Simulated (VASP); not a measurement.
## Pt: single point with r2SCAN

Crystal: Pt.

```xyz
2
Lattice="2.6916 0.0000 0.0000 -1.3458 2.3310 0.0000 0.0000 0.0000 4.9119" Properties=species:S:1:pos:R:3 pbc="T T T"
Pt    1.3458    0.7770    3.6840
Pt    0.0000    1.5540    1.2280
```

This cell differs from its parent crystal: strain -0.025 along x and y, +0.025 along z.

```
Program                : VASP 6.6.1
Task                   : single point
Functional             : r2SCAN
Potentials or basis    : VASP PAW PBE potentials, release 64 (Pt)
Cutoff                 : 520 eV
k mesh                 : 18 × 18 × 10
Occupations            : gaussian, width 0.15 eV
Spin                   : no spin polarisation
Dipole correction      : no
Further INCAR settings : ALGO = Normal; EDIFF = 1e-06; NBANDS = 17
```

The pressure is 2.9 GPa and the band gap on the k mesh is zero (bands 10 and 11 overlap by 1.54 eV).

Stress tensor (GPa, compression positive):
```
 6.85  0.00  0.00
 0.00  6.85  0.00
 0.00  0.00 -4.85
```

Levels at points of the mesh, in eV from the Fermi level:
```csv
k point,band 7,band 8,band 9,band 10,band 11,band 12,band 13,band 14
"(0.00, 0.00, 0.00)",-3.40,-1.62,-1.62,-0.95,-0.23,-0.23,4.44,15.68
"(0.50, 0.00, 0.00)",-2.45,-0.19,0.60,0.76,2.59,4.22,7.82,9.09
"(0.00, 0.00, 0.50)",-3.66,-3.66,-0.79,-0.79,-0.79,-0.79,11.62,11.62
"(0.50, 0.00, 0.50)",-0.86,-0.86,0.69,0.69,1.89,1.89,7.31,7.31
```

Wall time 2.6 min on 1 thread of Intel(R) Xeon(R) 6975P-C (Granite Rapids), with other jobs on the host, peak memory 0.22 GiB.

Caveat: the cell differs from its parent crystal (strain -0.025 along x and y, +0.025 along z); the PAW data sets were made with another functional, which shifts forces and pressure a little; spin-orbit coupling is left out, which moves the levels of the heavy elements.
